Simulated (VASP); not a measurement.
Re:

```
Re
1.0
     2.76080    0.00000    0.00000
    -1.38040    2.39092    0.00000
     0.00000    0.00000    4.45820
Re
2
Direct
  0.31729 0.66225 0.27095
  0.66033 0.32992 0.75463
```

```yaml
Program: VASP 6.6.1
Task: relaxation of cell and atoms
Functional: LDA
Potentials_or_basis: VASP PAW LDA potentials, release 64 (Re)
Cutoff: 600 eV
k_mesh: 9 × 9 × 5
Occupations: fermi-dirac, width 0.05 eV
Spin: no spin polarisation
```

At the start: pressure -7.8 GPa; volume 14.71 Å³/atom.

How do energy, volume and symmetry change on relaxing?

Over 14 steps the energy falls by 14.8 meV/atom and the volume is 14.39 Å³/atom (-2.2 %); space group P6_3/mmc (No. 194, to 0.05 Å).

The path:
| step | energy change (eV) | largest force (eV/Å) | pressure (GPa) | volume (Å³) |
| --- | --- | --- | --- | --- |
| 1 | 0.0000 | 0.2879 | -7.84 | 29.43 |
| 2 | 0.2621 | 0.5205 | 42.09 | 26.47 |
| 3 | -0.0164 | 0.3576 | 0.24 | 28.82 |
| 4 | -0.0164 | 0.3592 | 0.50 | 28.80 |
| 5 | -0.0252 | 0.2061 | 0.47 | 28.77 |
| 6 | -0.0280 | 0.0498 | 0.78 | 28.73 |
| 7 | -0.0264 | 0.0442 | -3.15 | 29.01 |
| 8 | -0.0292 | 0.0180 | -0.82 | 28.84 |
| 9 | -0.0282 | 0.0286 | 1.83 | 28.66 |
| 10 | -0.0295 | 0.0159 | 0.04 | 28.78 |
| 11 | -0.0295 | 0.0120 | 0.02 | 28.78 |
| 12 | -0.0295 | 0.0133 | 0.02 | 28.78 |
| 13 | -0.0295 | 0.0135 | 0.02 | 28.78 |
| 14 | -0.0295 | 0.0080 | -0.04 | 28.79 |

Final structure:
```cif
data_structure
_symmetry_space_group_name_H-M 'P 1'
_symmetry_Int_Tables_number 1
_cell_length_a 2.7449
_cell_length_b 2.7447
_cell_length_c 4.4117
_cell_angle_alpha 90.004
_cell_angle_beta 89.992
_cell_angle_gamma 119.994
_cell_volume 28.79
loop_
_atom_site_label
_atom_site_type_symbol
_atom_site_fract_x
_atom_site_fract_y
_atom_site_fract_z
_atom_site_occupancy
Re1 Re 0.32167 0.66266 0.26275 1
Re2 Re 0.65594 0.32951 0.76283 1
```
